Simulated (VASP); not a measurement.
# MgCd2S3 (I-4m2) in VASP: notebook

Runs on MgCd2S3. Level: PBE. Tasks: single point.

Everything below comes from runs of VASP 6.6.1. Logs are shortened: lines on timing, memory, paths and dates and some standing lists are left out, and cuts for length are marked.

## 1. The cell of the first run

The structure is tetragonal, space group I-4m2 (No. 119). The conventional cell has a = 4.139 Å, b = 4.139 Å, c = 17.484 Å, α = 90.00°, β = 90.00°, γ = 90.00°. Mg (site symmetry -4m2) has 4 S at 2.47 Å within 3.3 Å. Within 3.4 Å of Cd (site symmetry 2mm) lie 4 S at 2.56 Å. Within 3.4 Å of S (site symmetry -4m2) lie 4 Cd at 2.56 Å. S (site symmetry 2mm) has 2 Mg at 2.47 Å and 2 Cd at 2.56 Å within 3.3 Å.

## 2. Single point, PBE

The input, INCAR:

```
SYSTEM = MgCd2S3
PREC     = Accurate       ! precision mode
ENCUT    = 520            ! plane-wave cutoff, eV
EDIFF    = 1E-6           ! SCF threshold, eV
ISMEAR   = 0              ! smearing method
SIGMA    = 0.1            ! smearing width, eV
LREAL    = .FALSE.        ! projectors in reciprocal space
LASPH    = .TRUE.         ! aspherical terms in the spheres
NELM     = 100            ! most SCF steps
ALGO     = Normal         ! electronic algorithm
ISIF     = 2              ! what is computed and relaxed
LWAVE    = .FALSE.        ! write WAVECAR
LCHARG   = .TRUE.         ! write CHGCAR
GGA      = PE             ! functional
LELF     = .TRUE.         ! ELF
LVHAR    = .TRUE.       
NBANDS   = 31             ! bands
```

The input, KPOINTS:

```
Automatic mesh
0
G
  6 6 6
  0 0 0
```

The input, POSCAR:

```
MgCd2S3
1.0
   -2.0692688738      2.0692688738      8.7417948938
    2.0692688738     -2.0692688738      8.7417948938
    2.0692688738      2.0692688738     -8.7417948938
Mg Cd S
1 2 3
Direct
    0.0000000000      0.0000000000      0.0000000000
    0.3361530078      0.3361530078      0.0000000000
    0.6638469922      0.6638469922      0.0000000000
    0.2500000000      0.7500000000      0.5000000000
    0.5774675299      0.0774675299      0.5000000000
    0.9225324701      0.4225324701      0.5000000000
```

Potentials or basis: VASP PAW PBE potentials, release 64 (Mg, Cd, S).

The run is started by

```
$ cat potpaw_PBE.64/Mg/POTCAR potpaw_PBE.64/Cd/POTCAR potpaw_PBE.64/S/POTCAR > POTCAR
$ mpirun -np 1 vasp_std > vasp.out
```

OUTCAR:

```text
SYSTEM = MgCd2S3
   PREC = Accurate
   ENCUT = 520
   EDIFF = 1E-6
   ISMEAR = 0
   LREAL = .FALSE.
   LASPH = .TRUE.
   NELM = 100
   ISIF = 2
   GGA = PE

 ion  position               nearest neighbor table
   1  0.000  0.000  0.000-   5 2.47   6 2.47   5 2.47   6 2.47
   2  0.336  0.336  0.000-   4 2.56   4 2.56   6 2.56   6 2.56
   3  0.664  0.664  0.000-   4 2.56   4 2.56   5 2.56   5 2.56
   4  0.250  0.750  0.500-   2 2.56   3 2.56   2 2.56   3 2.56
   5  0.577  0.077  0.500-   1 2.47   1 2.47   3 2.56   3 2.56
   6  0.923  0.423  0.500-   1 2.47   1 2.47   2 2.56   2 2.56

  LATTYP: Found a body centered tetragonal cell.
 ALAT       =     4.1385377476
 C/A-ratio  =     4.2245814473

  Lattice vectors:

 A1 = (  -2.0692688738,   2.0692688738,   8.7417948938)
 A2 = (   2.0692688738,  -2.0692688738,   8.7417948938)
 A3 = (   2.0692688738,   2.0692688738,  -8.7417948938)

Analysis of symmetry for initial positions (statically):
=====================================================================
 Subroutine PRICEL returns:
 Original cell was already a primitive cell.

 Routine SETGRP: Setting up the symmetry group for a
 body centered tetragonal supercell.

 Subroutine GETGRP returns: Found  8 space group operations
 (whereof  8 operations were pure point group operations)
 out of a pool of 16 trial point group operations.

The static configuration has the point symmetry D_2d.

Analysis of symmetry for dynamics (positions and initial velocities):
=====================================================================
 Subroutine PRICEL returns:
 Original cell was already a primitive cell.

 Routine SETGRP: Setting up the symmetry group for a
 body centered tetragonal supercell.

 Subroutine GETGRP returns: Found  8 space group operations
 (whereof  8 operations were pure point group operations)
 out of a pool of 16 trial point group operations.

The dynamic configuration has the point symmetry D_2d.

 Subroutine INISYM returns: Found  8 space group operations
 (whereof  8 operations are pure point group operations),
 and found     1 'primitive' translations

----------------------------------------------------------------------------------------

                                     Primitive cell

  volume of cell :     149.7250

  direct lattice vectors                    reciprocal lattice vectors
    -2.069268874  2.069268874  8.741794894     0.000000000  0.241631238  0.057196492
     2.069268874 -2.069268874  8.741794894     0.241631238  0.000000000  0.057196492
     2.069268874  2.069268874 -8.741794894     0.241631238  0.241631238  0.000000000

  length of vectors
     9.218607558  9.218607558  9.218607558     0.248308465  0.248308465  0.341718174

  position of ions in fractional coordinates (direct lattice)
     0.000000000  0.000000000  0.000000000
     0.336153008  0.336153008  0.000000000
     0.663846992  0.663846992  0.000000000
     0.250000000  0.750000000  0.500000000
     0.577467530  0.077467530  0.500000000
     0.922532470  0.422532470  0.500000000

  ion indices of the primitive-cell ions
   primitive index   ion index
                 1           1
                 2           2
                 3           3
                 4           4
                 5           5
                 6           6

----------------------------------------------------------------------------------------

 KPOINTS: Automatic mesh

Automatic generation of k-mesh.
 Grid dimensions read from file:
 generate k-points for:    6    6    6

 Generating k-lattice:

  Cartesian coordinates                     Fractional coordinates (reciprocal lattice)
     0.000000000  0.040271873  0.009532749     0.166666667  0.000000000  0.000000000
     0.040271873  0.000000000  0.009532749     0.000000000  0.166666667  0.000000000
     0.040271873  0.040271873  0.000000000     0.000000000  0.000000000  0.166666667

  Length of vectors
     0.041384744  0.041384744  0.056953029

  Shift w.r.t. Gamma in fractional coordinates (k-lattice)
     0.000000000  0.000000000  0.000000000

 Subroutine IBZKPT returns following result:
 ===========================================

 Found     30 irreducible k-points:

 Following reciprocal coordinates:
            Coordinates               Weight
  0.000000  0.000000  0.000000      1.000000
  0.166667  0.000000 -0.000000      8.000000
  0.333333  0.000000 -0.000000      8.000000
  0.500000  0.000000 -0.000000      4.000000
  0.166667  0.166667 -0.000000      8.000000
  0.333333  0.166667 -0.000000     16.000000
[... 16 lines left out ...]
 -0.333333 -0.333333  0.166667      8.000000
 -0.166667 -0.333333  0.166667      8.000000
 [... further k-points ...]
   k-points           NKPTS =     30   k-points in BZ     NKDIM =     30   number of bands    NBANDS=     31
   number of dos      NEDOS =    301   number of ions     NIONS =      6
   total plane-waves  NPLWV = 343000
   dimension x,y,z NGX =    70 NGY =   70 NGZ =   70
   dimension x,y,z NGXF=   140 NGYF=  140 NGZF=  140
   ions per type =               1   2   3
   NGX,Y,Z   is equivalent  to a cutoff of  12.62, 12.62, 12.62 a.u.
   NGXF,Y,Z  is equivalent  to a cutoff of  25.25, 25.25, 25.25 a.u.
 SYSTEM =  MgCd2S3
   PREC   = accura    normal or accurate (medium, high low for compatibility)
   ISTART =      0    job   : 0-new  1-cont  2-samecut
   ICHARG =      2    charge: 1-file 2-atom 10-const
   ISPIN  =      1    spin polarized calculation?
   LNONCOLLINEAR =      F non collinear calculations
   LSORBIT =      F    spin-orbit coupling
   LASPH  =      T    aspherical Exc in radial PAW
   ENCUT  =  520.0 eV  38.22 Ry    6.18 a.u.  17.14 17.14 17.14*2*pi/ulx,y,z
   NELM   =    100;   NELMIN=  2; NELMDL= -5     # of ELM steps
   EDIFF  = 0.1E-05   stopping-criterion for ELM
   LREAL  =      F    real-space projection
   EDIFFG = 0.1E-04   stopping-criterion for IOM
   NSW    =      0    number of steps for IOM
   IBRION =     -1    ionic relax: 0-MD 1-quasi-New 2-CG
   NFREE  =      0    steps in history (QN), initial steepest desc. (CG)
   ISIF   =      2    stress and relaxation
   ISYM   =      2    0-nonsym 1-usesym 2-fastsym
   POTIM  = 0.5000    time-step for ionic-motion
   TEBEG  =    0.0;   TEEND  =   0.0 temperature during run
   PSTRESS=    0.0 pullay stress
   NELECT =      44.0000    total number of electrons
   NUPDOWN=      -1.0000    fix difference up-down
   EMIN   =  10.00;   EMAX   =-10.00  energy-range for DOS
   EFERMI =   0.00;   METHOD = LEGACY
   ISMEAR =     0;   SIGMA  =   0.10  broadening in eV -4-tet -1-fermi 0-gaus
   EFERMI_NEDOS =   21; number of points for ismear=-14 and -15
   IALGO  =     38    algorithm
   IMIX   =      4    mixing-type and parameters
     AMIX     =   0.40;   BMIX     =  1.00
     AMIX_MAG =   1.60;   BMIX_MAG =  1.00
  volume/ion in A,a.u.               =      24.95       168.40
  Fermi-wavevector in a.u.,A,eV,Ry     =   1.088414  2.056805 16.118083  1.184646
  Thomas-Fermi vector in A             =   2.224595
   LORBIT       =      0    0 simple, 1 ext, 2 COOP (PROOUT), +10 PAW based schemes
   GGA     = PE    functional components
   LHFCALC =     F    Hartree Fock is set to
   AEXX    =    0.0000 exact exchange contribution
   IVDW    =     0    specifies the selected vdW correction
   LEPSILON=     F    determine dielectric tensor
   LRPA    =     F    only Hartree local field effects (RPA)
 non-spin polarized calculation
 Gauss-broadening in eV      SIGMA  =   0.10
  energy-cutoff  :      520.00
  volume of cell :      149.73
 maximum number of plane-waves:      4053
 NGX is ok and might be reduce to    70

 number of electron      44.0000005 magnetization

 Free energy of the ion-electron system (eV)
  ---------------------------------------------------
  ext. energy  EPLUGINS =         0.00000000
  ---------------------------------------------------
  free energy    TOTEN  =       -20.75567430 eV

  energy without entropy =      -20.75567430  energy(sigma->0) =      -20.75567430

 E-fermi :   1.4655     XC(G=0):  -8.7606

 val. band max:        1.0085440823   @ k =   0.0000   0.0000   0.0000
 cond. band min:       2.6728621884   @ k =   0.0000   0.0000   0.0000
 fundamental gap:      1.6643181062
 Fermi energy:         1.4655283225

 k-point     1 :       0.0000    0.0000    0.0000
  band No.  band energies     occupation
      1     -10.8757      2.00000
      2     -10.5100      2.00000
      3     -10.2829      2.00000
      4      -6.3248      2.00000
      5      -6.3248      2.00000
      6      -6.2856      2.00000
[... 23 lines left out ...]
     30       7.9616      0.00000
     31       9.1491      0.00000

 k-point     2 :       0.1667    0.0000   -0.0000
  band No.  band energies     occupation
      1     -10.7989      2.00000
      2     -10.4942      2.00000
      3     -10.2638      2.00000
      4      -6.3147      2.00000
      5      -6.3011      2.00000
      6      -6.2809      2.00000
[... 23 lines left out ...]
     30       8.2372      0.00000
     31       8.5458      0.00000

 k-point     3 :       0.3333    0.0000   -0.0000
  band No.  band energies     occupation
      1     -10.6307      2.00000
      2     -10.4414      2.00000
      3     -10.2565      2.00000
      4      -6.2909      2.00000
      5      -6.2898      2.00000
      6      -6.2118      2.00000
[... 23 lines left out ...]
     30       8.3106      0.00000
     31       8.4986      0.00000

 k-point     4 :       0.5000    0.0000   -0.0000
  band No.  band energies     occupation
      1     -10.5464      2.00000
      2     -10.3496      2.00000
      3     -10.3157      2.00000
      4      -6.2902      2.00000
      5      -6.2693      2.00000
      6      -6.2328      2.00000
[... 635 lines left out ...]
     30       8.2165      0.00000
     31       8.5212      0.00000

 k-point    23 :      -0.3333   -0.3333    0.1667
  band No.  band energies     occupation
      1     -10.6904      2.00000
      2     -10.5391      2.00000
      3     -10.2176      2.00000
      4      -6.2957      2.00000
      5      -6.2665      2.00000
      6      -6.2568      2.00000
[... 23 lines left out ...]
     30       8.4681      0.00000
     31       8.5547      0.00000

 k-point    24 :      -0.1667   -0.3333    0.1667
  band No.  band energies     occupation
      1     -10.7704      2.00000
      2     -10.5506      2.00000
      3     -10.2366      2.00000
      4      -6.3163      2.00000
      5      -6.3032      2.00000
      6      -6.2767      2.00000
[... 23 lines left out ...]
     30       8.2148      0.00000
     31       8.5066      0.00000

 [... further k-points ...]

------------------------ aborting loop because EDIFF is reached ----------------------------------------

  FORCE on cell =-STRESS in cart. coord.  units (eV):
  Direction    XX          YY          ZZ          XY          YZ          ZX
  --------------------------------------------------------------------------------------
  -------------------------------------------------------------------------------------
  Total        0.2612706      0.2612706      0.2372048      0.0000000      0.0000000      0.0000000
  in kB        2.7958041      2.7958041      2.5382801      0.0000000      0.0000000      0.0000000
  external PRESSURE =       2.7099627 kB  Pullay stress =       0.0000000 kB

 VOLUME and BASIS-vectors are now :
 -----------------------------------------------------------------------------
  energy-cutoff  :      520.00
  volume of cell :      149.73
      direct lattice vectors                 reciprocal lattice vectors
    -2.069268874  2.069268874  8.741794894     0.000000000  0.241631238  0.057196492
     2.069268874 -2.069268874  8.741794894     0.241631238  0.000000000  0.057196492
     2.069268874  2.069268874 -8.741794894     0.241631238  0.241631238  0.000000000

 POSITION                                       TOTAL-FORCE (eV/Angst)
 -----------------------------------------------------------------------------------
      0.00000      0.00000      0.00000         0.000000     -0.000000     -0.000000
      0.00000      0.00000      5.87716         0.000000     -0.000000     -0.002816
      0.00000      0.00000     11.60643         0.000000     -0.000000      0.002816
      2.06927      0.00000      4.37090         0.000000     -0.000000     -0.000000
      0.00000      2.06927      1.35441        -0.000000      0.000000     -0.044456
     -0.00000      2.06927      7.38738        -0.000000      0.000000      0.044456
 -----------------------------------------------------------------------------------
    total drift:                               -0.000001      0.000001     -0.000000

  FREE ENERGIE OF THE ION-ELECTRON SYSTEM (eV)
  ---------------------------------------------------
  free  energy   TOTEN  =       -20.7556743036 eV

  energy  without entropy=      -20.7556743036  energy(sigma->0) =      -20.75567430
```

It took 5.2 min on 1 thread of Intel Xeon 6975P-C (Granite Rapids), shared host; peak memory 0.72 GiB.

What came out:

```
Free energy            : -20.7557 eV
Pressure               : 0.3 GPa
Largest force          : 0.044 eV/Å
Band gap on the k mesh : 1.66 eV, direct
```

Forces on the atoms (eV/Å):
```
Mg   0.000  0.000  0.000
Cd   0.000  0.000 -0.003
Cd   0.000  0.000  0.003
S    0.000  0.000  0.000
S    0.000  0.000 -0.044
S    0.000  0.000  0.044
```

## 3. Single point, PBE

This run uses another cell than the first one: it holds 12 atoms, not 6.

The input, INCAR:

```
  ALGO = Normal
  EDIFF = 1E-6
  ENCUT = 520
  GGA = PE
  ISIF = 2
  ISMEAR = 0
  LASPH = True
  LCHARG = False
  LREAL = False
  LWAVE = False
  NBANDS = 56
  NELM = 100
  PREC = Accurate
  SIGMA = 0.1
```

The input, KPOINTS:

```
k-points
0
Gamma
  4 2 4
```

The input, POSCAR:

```
MgCd2S3
1.0
   -4.1419900257      4.1419900257      0.0000000000
    4.1419900257      4.1419900257      0.0000000000
    2.0709950128     -2.0709950128     -8.7433197068
Mg Cd S
2 4 6
Direct
    1.0000000000      0.0000000000      1.0000000000
    0.5000000000      0.5000000000      0.0000000000
    0.6638713272      0.0000000000      0.3277426543
    0.1638713272      0.5000000000      0.3277426543
    0.3361286728      0.0000000000      0.6722573457
    0.8361286728      0.5000000000      0.6722573457
    0.5000000000      0.2500000000      0.5000000000
    0.0000000000      0.7500000000      0.5000000000
    0.1725423286      0.2500000000      0.8450846573
    0.6725423286      0.7500000000      0.8450846573
    0.8274576714      0.2500000000      0.1549153427
    0.3274576714      0.7500000000      0.1549153427
```

Potentials or basis: VASP PAW PBE potentials, release 64 (Mg, Cd, S).

The run is started by

```
$ cat potpaw_PBE.64/Mg/POTCAR potpaw_PBE.64/Cd/POTCAR potpaw_PBE.64/S/POTCAR > POTCAR
$ mpirun -np 1 vasp_std > vasp.out
```

Run time: 2.3 min. Hardware: 1 thread of Intel Xeon 6975P-C (Granite Rapids), shared host; peak memory 0.52 GiB.

The run converged. Its results:

| Item | Value |
| --- | --- |
| Free energy | -41.5091 eV |
| Pressure | 0.2 GPa |
| Largest force | 0.034 eV/Å |
| Band gap on the k mesh | 1.66 eV |

Forces in eV/Å, atoms in the order of the input:
```
Mg   0.000  0.000  0.000
Mg   0.000  0.000  0.000
Cd   0.000  0.000  0.003
Cd   0.000  0.000  0.003
Cd   0.000  0.000 -0.003
Cd   0.000  0.000 -0.003
S    0.000  0.000  0.000
S    0.000  0.000  0.000
S    0.000  0.000 -0.034
S    0.000  0.000 -0.034
S    0.000  0.000  0.034
S    0.000  0.000  0.034
```

Levels at points of the mesh, in eV from the valence-band top:
```
           k point  band 41  band 42  band 43  band 44  band 45  band 46  band 47  band 48
(0.00, 0.00, 0.00)    -1.09    -0.10     0.00     0.00     1.66     3.65     4.16     4.18
(0.50, 0.00, 0.00)    -0.74    -0.74    -0.60    -0.60     3.92     3.92     4.67     4.67
(0.00, 0.50, 0.00)    -0.85    -0.85    -0.80    -0.80     3.79     3.79     4.75     4.75
(0.50, 0.50, 0.00)    -0.54    -0.54    -0.45    -0.45     3.35     3.35     4.08     4.08
(0.00, 0.00, 0.50)    -0.67    -0.67    -0.26    -0.26     2.89     3.40     3.65     3.81
(0.00, 0.50, 0.50)    -0.63    -0.63    -0.52    -0.52     4.07     4.07     4.59     4.59
```

Caveat: the k points lie up to 0.54 Å⁻¹ apart. A hybrid or GW would open this gap; PBE tends to underestimate it.

## 4. Single point, PBE (volume scaled by 0.88, then relaxed in part)

The input, INCAR:

```
SYSTEM = MgCd2S3
ALGO = Normal
EDIFF = 1E-6
ENCUT = 520
GGA = PE
ISIF = 2
ISMEAR = 0
LASPH = .TRUE.
LCHARG = .TRUE.
LELF = .TRUE.
LREAL = .FALSE.
LVHAR = .TRUE.
LWAVE = .FALSE.
NBANDS = 31
NELM = 80
PREC = Accurate
SIGMA = 0.02
```

The input, KPOINTS:

```
k-points
0
G
  10 10 10
  0 0 0
```

The input, POSCAR:

```
MgCd2S3
1.0
   -1.9989852161      1.9989852161      8.2584391443
    1.9989852161     -1.9989852161      8.2584391443
    1.9989852161      1.9989852161     -8.2584391443
Mg Cd S
1 2 3
Direct
    0.0000000000      0.0000000000      0.0000000000
    0.3367951607      0.3367951607      0.0000000000
    0.6632048393      0.6632048393      0.0000000000
    0.2500000000      0.7500000000      0.5000000000
    0.5762982585      0.0762982585      0.5000000000
    0.9237017415      0.4237017415      0.5000000000
```

The run is started by

```
$ cat potpaw_PBE.64/Mg/POTCAR potpaw_PBE.64/Cd/POTCAR potpaw_PBE.64/S/POTCAR > POTCAR
$ mpirun -np 1 vasp_std > vasp.out
```

Wall time 15 min (1 thread of Intel Xeon 6975P-C (Granite Rapids), shared host); peak memory 0.94 GiB.

Results (log left out):

```
Free energy            : -20.2749 eV
Pressure               : 9.4 GPa
Largest force          : 0.058 eV/Å
Band gap on the k mesh : 2.03 eV, direct
```

Forces in eV/Å, atoms in the order of the input:
```
Mg   0.000  0.000  0.000
Cd   0.000  0.000  0.002
Cd   0.000  0.000 -0.002
S    0.000  0.000  0.000
S    0.000  0.000 -0.058
S    0.000  0.000  0.058
```

Levels at points of the mesh, in eV from the valence-band top:
| k point | band 18 | band 19 | band 20 | band 21 | band 22 | band 23 | band 24 | band 25 | band 26 | band 27 |
| --- | --- | --- | --- | --- | --- | --- | --- | --- | --- | --- |
| (0.00, 0.00, 0.00) | -1.39 | -1.39 | -0.09 | 0.00 | 0.00 | 2.03 | 4.13 | 4.15 | 4.95 | 5.11 |
| (0.50, 0.00, 0.00) | -1.54 | -1.25 | -0.72 | -0.68 | -0.59 | 3.64 | 4.49 | 5.26 | 6.22 | 6.57 |
| (0.50, 0.50, 0.00) | -2.28 | -2.19 | -2.11 | -1.84 | -1.84 | 3.48 | 4.56 | 4.75 | 4.95 | 5.66 |
| (0.50, 0.50, 0.50) | -0.99 | -0.86 | -0.86 | -0.33 | -0.33 | 3.18 | 3.80 | 3.85 | 4.76 | 5.95 |

 A k mesh can miss the band edges.

## 5. Overview

| cell | k mesh | smearing | gap on the mesh (eV) | pressure (GPa) | largest force (eV/Å) |
| --- | --- | --- | --- | --- | --- |
| a = 9.219 Å, angles 154.1, 154.1, 37.0°, 6 atoms | 6 × 6 × 6 | gaussian 0.1 eV | 1.66 | 0.3 | 0.04 |
| a = 5.858, b = 5.858, c = 9.221 Å, angles 90.0, 108.5, 90.0°, 12 atoms | 4 × 2 × 4 | gaussian 0.1 eV | 1.66 | 0.2 | 0.03 |
| a = 8.729 Å, angles 153.5, 153.5, 37.8°, 6 atoms | 10 × 10 × 10 | gaussian 0.02 eV | 2.03 | 9.4 | 0.06 |

Alike in all rows: task single point; level PBE; potentials or basis VASP PAW PBE potentials, release 64 (Mg, Cd, S); no spin polarisation; cutoff (eV) 520.

Caveats: some runs use coarse meshes.

Absolute energies hang on the potentials; compare differences alone.
